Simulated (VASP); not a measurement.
# Au (I4/mmm) in VASP: further runs

The runs below take Au through single point, with PBEsol.

Everything below comes from runs of VASP 6.6.1. Logs are shortened: lines on timing, memory, paths and dates and some standing lists are left out, and cuts for length are marked.

## (1) The cell of the first run

The structure is tetragonal, space group I4/mmm (No. 139). The conventional cell has a = 2.965 Å, b = 2.965 Å, c = 4.296 Å, α = 90.00°, β = 90.00°, γ = 90.00°. Within 3.9 Å of Au (site symmetry 4/mmm) lie 12 Au at 2.97 to 3.00 Å.

## (2) Single point, PBEsol (strain +0.025 along x and y, +0.050 along z)

INCAR

```
PREC     = Accurate       # precision mode
ENCUT    = 520            # plane-wave cutoff, eV
EDIFF    = 1E-6           # SCF threshold, eV
ISMEAR   = 0              # smearing method
SIGMA    = 0.15           # smearing width, eV
LREAL    = F              # projectors in reciprocal space
LASPH    = T              # aspherical terms in the spheres
NELM     = 60             # most SCF steps
ALGO     = Fast           # electronic algorithm
ISIF     = 2              # what is computed and relaxed
LWAVE    = F              # write WAVECAR
LCHARG   = T              # write CHGCAR
GGA      = PS             # functional
LELF     = T              # ELF
LVHAR    = T            
NBANDS   = 12             # bands
```

KPOINTS

```
Automatic mesh
0
Gamma
  20 20 20
```

POSCAR

```
Au
1.0
    0.0000000000      2.0966375000      2.1477750000
    2.0966375000      0.0000000000      2.1477750000
    2.0966375000      2.0966375000      0.0000000000
Au
1
Direct
    0.0000000000      0.0000000000      0.0000000000
```

Potentials or basis: VASP PAW PBE potentials, release 64 (Au).

Started as:

```
$ cat potpaw_PBE.64/Au/POTCAR > POTCAR
$ mpirun -np 1 vasp_std > vasp.out
```

OUTCAR:

```text
PREC = Accurate
   ENCUT = 520
   EDIFF = 1E-6
   ISMEAR = 0
   LREAL = F
   LASPH = T
   NELM = 60
   ISIF = 2
   GGA = PS

 ion  position               nearest neighbor table
   1  0.000  0.000  0.000-

  LATTYP: Found a body centered tetragonal cell.
 ALAT       =     2.9650931879
 C/A-ratio  =     1.4487065761

  Lattice vectors:

 A1 = (  -2.0966375000,   0.0000000000,   2.1477750000)
 A2 = (   2.0966375000,   0.0000000000,   2.1477750000)
 A3 = (   0.0000000000,   2.0966375000,  -2.1477750000)

Analysis of symmetry for initial positions (statically):
=====================================================================
 Subroutine PRICEL returns:
 Original cell was already a primitive cell.

 Routine SETGRP: Setting up the symmetry group for a
 body centered tetragonal supercell.

 Subroutine GETGRP returns: Found 16 space group operations
 (whereof 16 operations were pure point group operations)
 out of a pool of 16 trial point group operations.

The static configuration has the point symmetry D_4h.

Analysis of symmetry for dynamics (positions and initial velocities):
=====================================================================
 Subroutine PRICEL returns:
 Original cell was already a primitive cell.

 Routine SETGRP: Setting up the symmetry group for a
 body centered tetragonal supercell.

 Subroutine GETGRP returns: Found 16 space group operations
 (whereof 16 operations were pure point group operations)
 out of a pool of 16 trial point group operations.

The dynamic configuration has the point symmetry D_4h.

 Subroutine INISYM returns: Found 16 space group operations
 (whereof 16 operations are pure point group operations),
 and found     1 'primitive' translations

----------------------------------------------------------------------------------------

                                     Primitive cell

  volume of cell :      18.8828

  direct lattice vectors                    reciprocal lattice vectors
     0.000000000  2.096637500  2.147775000    -0.238477085  0.238477085  0.232799059
     2.096637500  0.000000000  2.147775000     0.238477085 -0.238477085  0.232799059
     2.096637500  2.096637500  0.000000000     0.238477085  0.238477085 -0.232799059

  length of vectors
     3.001470682  3.001470682  2.965093188     0.409802443  0.409802443  0.409802443

  position of ions in fractional coordinates (direct lattice)
     0.000000000  0.000000000  0.000000000

  ion indices of the primitive-cell ions
   primitive index   ion index
                 1           1

----------------------------------------------------------------------------------------

 KPOINTS: Automatic mesh

Automatic generation of k-mesh.
 Grid dimensions read from file:
 generate k-points for:   20   20   20

 Generating k-lattice:

  Cartesian coordinates                     Fractional coordinates (reciprocal lattice)
    -0.011923854  0.011923854  0.011639953     0.050000000 -0.000000000  0.000000000
     0.011923854 -0.011923854  0.011639953    -0.000000000  0.050000000  0.000000000
     0.011923854  0.011923854 -0.011639953     0.000000000  0.000000000  0.050000000

  Length of vectors
     0.020490122  0.020490122  0.020490122

  Shift w.r.t. Gamma in fractional coordinates (k-lattice)
     0.000000000  0.000000000  0.000000000

 Subroutine IBZKPT returns following result:
 ===========================================

 Found    641 irreducible k-points:

 Following reciprocal coordinates:
            Coordinates               Weight
  0.000000  0.000000  0.000000      1.000000
  0.050000 -0.000000  0.000000      8.000000
  0.100000 -0.000000  0.000000      8.000000
  0.150000 -0.000000  0.000000      8.000000
  0.200000 -0.000000  0.000000      8.000000
  0.250000  0.000000  0.000000      8.000000
[... 16 lines left out ...]
 -0.400000  0.050000  0.000000      8.000000
 -0.350000  0.050000  0.000000      8.000000
 [... further k-points ...]
   k-points           NKPTS =    641   k-points in BZ     NKDIM =    641   number of bands    NBANDS=     12
   number of dos      NEDOS =    301   number of ions     NIONS =      1
   total plane-waves  NPLWV =  13824
   dimension x,y,z NGX =    24 NGY =   24 NGZ =   24
   dimension x,y,z NGXF=    48 NGYF=   48 NGZF=   48
   ions per type =               1
   NGX,Y,Z   is equivalent  to a cutoff of  13.29, 13.29, 13.46 a.u.
   NGXF,Y,Z  is equivalent  to a cutoff of  26.59, 26.59, 26.91 a.u.
 SYSTEM =  unknown system
   PREC   = accura    normal or accurate (medium, high low for compatibility)
   ISTART =      0    job   : 0-new  1-cont  2-samecut
   ICHARG =      2    charge: 1-file 2-atom 10-const
   ISPIN  =      1    spin polarized calculation?
   LNONCOLLINEAR =      F non collinear calculations
   LSORBIT =      F    spin-orbit coupling
   LASPH  =      T    aspherical Exc in radial PAW
   ENCUT  =  520.0 eV  38.22 Ry    6.18 a.u.   5.58  5.58  5.51*2*pi/ulx,y,z
[... 65 lines left out ...]
      7      22.2517      0.00000
      8      25.4506      0.00000
      9      25.7450      0.00000
     10      25.7450      0.00000
     11      30.2119      0.00000
     12      33.7151      0.00000

 k-point     2 :       0.0500   -0.0000    0.0000
  band No.  band energies     occupation
      1      -1.1410      2.00000
      2       3.3813      2.00000
      3       3.5539      2.00000
      4       3.5862      2.00000
      5       4.6599      2.00000
      6       4.8559      2.00000
      7      22.3311      0.00000
      8      25.0250      0.00000
      9      25.6444      0.00000
     10      25.8220      0.00000
     11      30.6603      0.00000
     12      32.6476      0.00000

 k-point     3 :       0.1000   -0.0000    0.0000
  band No.  band energies     occupation
      1      -0.9062      2.00000
      2       3.3732      2.00000
      3       3.5694      2.00000
      4       3.6566      2.00000
      5       4.6426      2.00000
      6       4.8240      2.00000
      7      22.4791      0.00000
      8      23.7778      0.00000
      9      25.8410      0.00000
     10      26.0359      0.00000
     11      30.3698      0.00000
     12      32.1661      0.00000

 k-point     4 :       0.1500   -0.0000    0.0000
  band No.  band energies     occupation
      1      -0.5325      2.00000
      2       3.3248      2.00000
      3       3.6283      2.00000
      4       3.7469      2.00000
      5       4.6476      2.00000
      6       4.8001      2.00000
      7      21.7468      0.00000
      8      23.1500      0.00000
      9      26.1357      0.00000
     10      26.3259      0.00000
     11      29.2266      0.00000
     12      31.1041      0.00000

 k-point     5 :       0.2000   -0.0000    0.0000
  band No.  band energies     occupation
      1      -0.0565      2.00000
      2       3.3014      2.00000
      3       3.6705      2.00000
      4       3.8141      2.00000
      5       4.7209      2.00000
      6       4.8283      2.00000
      7      20.0157      0.00000
      8      23.2302      0.00000
      9      26.3681      0.00000
     10      26.5540      0.00000
     11      28.5213      0.00000
     12      30.1027      0.00000
[... 228 lines left out ...]
      1       1.2695      2.00000
      2       3.3544      2.00000
      3       3.6041      2.00000
      4       5.4930      2.00000
      5       5.7384      2.00000
      6       7.3657      1.98214
      7      10.3126      0.00000
      8      21.6200      0.00000
      9      23.4704      0.00000
     10      24.0330      0.00000
     11      30.9474      0.00000
     12      31.3062      0.00000

 k-point    22 :      -0.4500    0.0500    0.0000
  band No.  band energies     occupation
      1       1.2700      2.00000
      2       3.3669      2.00000
      3       3.6026      2.00000
      4       5.4866      2.00000
      5       5.6740      2.00000
      6       7.2050      1.99990
      7      10.5579      0.00000
      8      21.6137      0.00000
      9      23.3490      0.00000
     10      24.3083      0.00000
     11      30.8659      0.00000
     12      31.3129      0.00000

 k-point    23 :      -0.4000    0.0500    0.0000
  band No.  band energies     occupation
      1       1.2597      2.00000
      2       3.4107      2.00000
      3       3.6346      2.00000
      4       5.1852      2.00000
      5       5.5215      2.00000
      6       6.3987      2.00000
      7      11.9412      0.00000
      8      21.7563      0.00000
      9      23.5015      0.00000
     10      24.8541      0.00000
     11      30.5119      0.00000
     12      31.1253      0.00000

 k-point    24 :      -0.3500    0.0500    0.0000
  band No.  band energies     occupation
      1       1.2039      2.00000
      2       3.4766      2.00000
      3       3.6953      2.00000
      4       4.5316      2.00000
      5       5.3059      2.00000
      6       5.8372      2.00000
      7      13.6713      0.00000
      8      22.0315      0.00000
      9      23.8913      0.00000
     10      25.6413      0.00000
     11      29.8309      0.00000
     12      30.7395      0.00000

 [... further k-points ...]

------------------------ aborting loop because EDIFF is reached ----------------------------------------

  FORCE on cell =-STRESS in cart. coord.  units (eV):
  Direction    XX          YY          ZZ          XY          YZ          ZX
  --------------------------------------------------------------------------------------
  -------------------------------------------------------------------------------------
  Total       -1.5771588     -1.5771588     -1.6340114      0.0000000      0.0000000      0.0000000
  in kB     -133.8198452   -133.8198452   -138.6437183      0.0000000      0.0000000      0.0000000
  external PRESSURE =    -135.4278029 kB  Pullay stress =       0.0000000 kB

 VOLUME and BASIS-vectors are now :
 -----------------------------------------------------------------------------
  energy-cutoff  :      520.00
  volume of cell :       18.88
      direct lattice vectors                 reciprocal lattice vectors
     0.000000000  2.096637500  2.147775000    -0.238477085  0.238477085  0.232799059
     2.096637500  0.000000000  2.147775000     0.238477085 -0.238477085  0.232799059
     2.096637500  2.096637500  0.000000000     0.238477085  0.238477085 -0.232799059

 POSITION                                       TOTAL-FORCE (eV/Angst)
 -----------------------------------------------------------------------------------
      0.00000      0.00000      0.00000         0.000000      0.000000      0.000000
 -----------------------------------------------------------------------------------
    total drift:                               -0.000000      0.000000     -0.000000

  FREE ENERGIE OF THE ION-ELECTRON SYSTEM (eV)
  ---------------------------------------------------
  free  energy   TOTEN  =        -3.8364147532 eV

  energy  without entropy=       -3.8335828817  energy(sigma->0) =       -3.83499882
```

Wall time 66 s (1 thread of Intel Xeon Platinum 8488C (Sapphire Rapids), shared host); peak memory 0.26 GiB.

What came out:

```
Free energy : -3.8364 eV
Pressure    : -13.5 GPa
```

Stress tensor (GPa, compression positive):
```
-13.38   0.00   0.00
  0.00 -13.38   0.00
  0.00   0.00 -13.86
```

Caveat: the cell differs from its parent crystal (strain +0.025 along x and y, +0.050 along z); the PAW data sets were made with another functional, which shifts forces and pressure a little; spin-orbit coupling is left out, which moves the levels of the heavy elements.

## (3) Single point, PBEsol (strain +0.000 along x and y, -0.025 along z)

INCAR

```
SYSTEM = Au
PREC = Accurate ; ENCUT = 520
EDIFF = 1E-7 ; ISMEAR = 0
SIGMA = 0.15 ; LREAL = .FALSE.
LASPH = .TRUE. ; NELM = 60
ALGO = Normal ; ISIF = 2
LWAVE = .FALSE. ; LCHARG = .FALSE.
GGA = PS ; NBANDS = 12
```

KPOINTS

```
Automatic mesh
0
G
  20 20 20
  0 0 0
```

POSCAR

```
Au
1.0
    0.0000000000      2.0455000000      1.9943625000
    2.0455000000      0.0000000000      1.9943625000
    2.0455000000      2.0455000000      0.0000000000
Au
1
Direct
    0.0000000000      0.0000000000      0.0000000000
```

Potentials or basis: VASP PAW PBE potentials, release 64 (Au).

Started as:

```
$ cat potpaw_PBE.64/Au/POTCAR > POTCAR
$ mpirun -np 1 vasp_std > vasp.out
```

Wall time 1.7 min (1 thread of Intel Xeon Platinum 8175M at 2.50GHz (Skylake/Cascade Lake), shared host); peak memory 0.24 GiB.

It converged, with:

```yaml
Free_energy: -3.9218 eV
Pressure: 3.3 GPa
```

Stress tensor (GPa, compression positive):
```
3.08 0.00 0.00
0.00 3.08 0.00
0.00 0.00 3.88
```

Levels at points of the mesh, in eV from the Fermi level:
| k point | band 4 | band 5 | band 6 | band 7 | band 8 | band 9 |
| --- | --- | --- | --- | --- | --- | --- |
| (0.00, 0.00, 0.00) | -4.63 | -3.33 | -3.07 | 14.49 | 18.44 | 18.44 |
| (0.50, 0.00, 0.00) | -2.01 | -1.89 | -1.11 | 3.18 | 13.90 | 16.98 |
| (0.50, 0.50, 0.00) | -1.60 | -1.60 | 1.21 | 6.33 | 9.73 | 9.73 |
| (0.50, 0.00, 0.50) | -1.71 | -1.53 | 0.76 | 5.73 | 10.14 | 10.22 |

Caveat: the cell differs from its parent crystal (strain +0.000 along x and y, -0.025 along z); the PAW data sets were made with another functional, which shifts forces and pressure a little; spin-orbit coupling is left out, which moves the levels of the heavy elements.

## (4) Single point, PBEsol (strain -0.025 along x and y, +0.025 along z)

INCAR

```
SYSTEM = Au
PREC     = Accurate       ! precision mode
ENCUT    = 520            ! plane-wave cutoff, eV
EDIFF    = 1E-6           ! SCF threshold, eV
ISMEAR   = 0              ! smearing method
SIGMA    = 0.15           ! smearing width, eV
LREAL    = .FALSE.        ! projectors in reciprocal space
LASPH    = .TRUE.         ! aspherical terms in the spheres
NELM     = 80             ! most SCF steps
ALGO     = Fast           ! electronic algorithm
ISIF     = 2              ! what is computed and relaxed
LWAVE    = .FALSE.        ! write WAVECAR
LCHARG   = .FALSE.        ! write CHGCAR
GGA      = PS             ! functional
NBANDS   = 12             ! bands
```

KPOINTS

```
regular mesh
0
G
  20 20 20
  0 0 0
```

POSCAR

```
Au
1.0
    0.0000000000      1.9943625000      2.0966375000
    1.9943625000      0.0000000000      2.0966375000
    1.9943625000      1.9943625000      0.0000000000
Au
1
Direct
    0.0000000000      0.0000000000      0.0000000000
```

Started as:

```
$ cat potpaw_PBE.64/Au/POTCAR > POTCAR
$ mpirun -np 1 vasp_std > vasp.out
```

It took 1.9 min on 1 thread of Intel Xeon Platinum 8175M at 2.50GHz (Skylake/Cascade Lake), shared host; peak memory 0.24 GiB.

Results (log left out):

```yaml
Free_energy: -3.9191 eV
Pressure: 3.6 GPa
```

Stress tensor (GPa, compression positive):
```
4.26 0.00 0.00
0.00 4.26 0.00
0.00 0.00 2.27
```

Levels at points of the mesh, in eV from the Fermi level:
| k point | band 4 | band 5 | band 6 | band 7 | band 8 | band 9 |
| --- | --- | --- | --- | --- | --- | --- |
| (0.00, 0.00, 0.00) | -4.64 | -3.50 | -2.97 | 14.50 | 17.99 | 18.88 |
| (0.50, 0.00, 0.00) | -2.08 | -1.88 | -1.13 | 3.17 | 13.78 | 16.85 |
| (0.50, 0.50, 0.00) | -1.67 | -1.67 | 0.33 | 5.13 | 10.61 | 10.61 |
| (0.50, 0.00, 0.50) | -1.83 | -1.44 | 1.18 | 6.32 | 9.67 | 9.79 |

Caveat: the cell differs from its parent crystal (strain -0.025 along x and y, +0.025 along z); the PAW data sets were made with another functional, which shifts forces and pressure a little; spin-orbit coupling is left out, which moves the levels of the heavy elements.

## (5) Single point, PBEsol (strain -0.025 along x and y, +0.050 along z)

INCAR

```
SYSTEM = Au
  PREC = Accurate
  ENCUT = 520
  EDIFF = 1E-6
  ISMEAR = 0
  SIGMA = 0.15
  LREAL = .FALSE.
  LASPH = .TRUE.
  NELM = 80
  ALGO = Fast
  ISIF = 2
  LWAVE = .FALSE.
  LCHARG = .TRUE.
  GGA = PS
  LELF = .TRUE.
  LVHAR = .TRUE.
  NBANDS = 12
```

KPOINTS

```
Automatic mesh
0
G
  20 20 20
  0 0 0
```

POSCAR

```
Au
1.0
    0.0000000000      1.9943625000      2.1477750000
    1.9943625000      0.0000000000      2.1477750000
    1.9943625000      1.9943625000      0.0000000000
Au
1
Direct
    0.0000000000      0.0000000000      0.0000000000
```

Started as:

```
$ cat potpaw_PBE.64/Au/POTCAR > POTCAR
$ mpirun -np 1 vasp_std > vasp.out
```

Wall time 1.9 min (1 thread of Intel Xeon Platinum 8175M at 2.50GHz (Skylake/Cascade Lake), shared host); peak memory 0.25 GiB.

The run converged. Its results:

```
Free energy : -3.9187 eV
Pressure    : -0.7 GPa
```

Stress tensor (GPa, compression positive):
```
 0.31  0.00  0.00
 0.00  0.31  0.00
 0.00  0.00 -2.57
```

Levels at points of the mesh, in eV from the Fermi level:
```csv
k point,band 4,band 5,band 6,band 7,band 8,band 9
"(0.00, 0.00, 0.00)",-4.45,-3.58,-2.82,14.56,17.64,18.87
"(0.50, 0.00, 0.00)",-2.12,-1.85,-1.03,3.04,13.61,16.60
"(0.50, 0.50, 0.00)",-1.70,-1.70,0.15,4.58,10.81,10.81
"(0.50, 0.00, 0.50)",-1.94,-1.37,1.37,6.30,9.47,9.59
```

Caveat: the cell differs from its parent crystal (strain -0.025 along x and y, +0.050 along z); the PAW data sets were made with another functional, which shifts forces and pressure a little; spin-orbit coupling is left out, which moves the levels of the heavy elements.

## (6) Single point, PBEsol (strain +0.000 along x and y, +0.025 along z)

INCAR

```
ALGO = Normal ; EDIFF = 1E-6
ENCUT = 520 ; GGA = PS
ISIF = 2 ; ISMEAR = 0
LASPH = T ; LCHARG = F
LREAL = F ; LWAVE = F
NBANDS = 12 ; NELM = 100
PREC = Accurate ; SIGMA = 0.15
```

KPOINTS

```
k-points
0
Gamma
  20 20 20
```

POSCAR

```
Au
1.0
    0.0000000000      2.0455000000      2.0966375000
    2.0455000000      0.0000000000      2.0966375000
    2.0455000000      2.0455000000      0.0000000000
Au
1
Direct
    0.0000000000      0.0000000000      0.0000000000
```

Potentials or basis: VASP PAW PBE potentials, release 64 (Au).

Started as:

```
$ cat potpaw_PBE.64/Au/POTCAR > POTCAR
$ mpirun -np 1 vasp_std > vasp.out
```

Run time: 1.7 min. Hardware: 1 thread of Intel Xeon Platinum 8175M at 2.50GHz (Skylake/Cascade Lake), shared host; peak memory 0.25 GiB.

Results (log left out):

```
Free energy : -3.9166 eV
Pressure    : -5.1 GPa
```

Stress tensor (GPa, compression positive):
```
-4.83  0.00  0.00
 0.00 -4.83  0.00
 0.00  0.00 -5.58
```

Levels at points of the mesh, in eV from the Fermi level:
```csv
k point,band 2,band 3,band 4,band 5,band 6,band 7,band 8,band 9,band 10,band 11
"(0.00, 0.00, 0.00)",-4.64,-4.42,-4.42,-3.17,-2.93,14.57,18.13,18.52,18.52,23.17
"(0.50, 0.00, 0.00)",-4.63,-4.43,-1.95,-1.86,-0.86,2.93,13.96,16.67,17.17,24.15
"(0.50, 0.50, 0.00)",-6.48,-1.93,-1.61,-1.61,0.79,5.17,10.19,10.19,17.13,19.67
"(0.50, 0.00, 0.50)",-6.46,-1.95,-1.68,-1.51,1.20,5.73,9.74,9.78,16.76,19.29
```

Caveat: the cell differs from its parent crystal (strain +0.000 along x and y, +0.025 along z); the PAW data sets were made with another functional, which shifts forces and pressure a little; spin-orbit coupling is left out, which moves the levels of the heavy elements.

## (7) The runs side by side

```tsv
cell	gap on the mesh (eV)	pressure (GPa)
a = 3.001, b = 3.001, c = 2.965 Å, angles 60.4, 60.4, 59.2°, 1 atom	none	-13.5
a = 2.857, b = 2.857, c = 2.893 Å, angles 59.6, 59.6, 60.8°, 1 atom	none	3.3
a = 2.894, b = 2.894, c = 2.820 Å, angles 60.8, 60.8, 58.3°, 1 atom	none	3.6
a = 2.931, b = 2.931, c = 2.820 Å, angles 61.2, 61.2, 57.5°, 1 atom	none	-0.7
a = 2.929, b = 2.929, c = 2.893 Å, angles 60.4, 60.4, 59.2°, 1 atom	none	-5.1
```

Alike in all rows: task single point; level PBEsol; potentials or basis VASP PAW PBE potentials, release 64 (Au); no spin polarisation; k mesh 20 × 20 × 20; cutoff (eV) 520; smearing gaussian 0.15 eV.

Caveats: the PAW data sets were made with another functional, which shifts forces and pressure a little; spin-orbit coupling is left out, which moves the levels of the heavy elements.

Total energies depend on the potentials used, so only differences within one code and one set of settings carry meaning.
